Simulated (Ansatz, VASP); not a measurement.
**MgO in VASP and in Ansatz**

```
Mg O
1.0
     3.48638    0.00000    0.00000
    -1.74319    3.01929    0.00000
     0.00000    0.00000    4.17804
Mg O
2 2
Direct
  0.66667 0.33333 0.75000
  0.33333 0.66667 0.25000
  0.60213 0.33333 0.19615
  0.33333 0.66667 0.75000
```

Alike in both runs: task single point; functional PBE; k mesh 6 × 6 × 6; occupations gaussian, width 0.05 eV; no spin polarisation.

|  | VASP | Ansatz |
| --- | --- | --- |
| version | VASP 6.6.1 | Ansatz 0.2.0 |
| potentials or method | VASP PAW PBE potentials, release 64 (Mg, O), cutoff 520 eV | scalar-relativistic, plane waves, PAW |
| valence electrons in the cell | 16 | 32 |

Ansatz gave:

| Quantity | Value |
| --- | --- |
| gap on the k mesh at the Fermi level (eV) | 3.34 |
| least direct gap on the mesh (eV) | 3.34 |
| pressure (GPa) | 9.4 |
| traceless stress, the component that is largest in VASP (GPa) | -8.05 |
| rms of the force components (eV/Å) | 1.337 |

Which values does VASP return?

gap on the k mesh at the Fermi level (eV): 3.32; least direct gap on the mesh (eV): 3.32; pressure (GPa): 9.0; traceless stress, the component that is largest in VASP (GPa): -8.17; rms of the force components (eV/Å): 1.353.

Atom by atom the forces differ by 0.017 eV/Å (rms over components). VASP's potentials hold 16 valence electrons a cell and Ansatz's 32, so a difference there can come from the potentials and not from the codes.
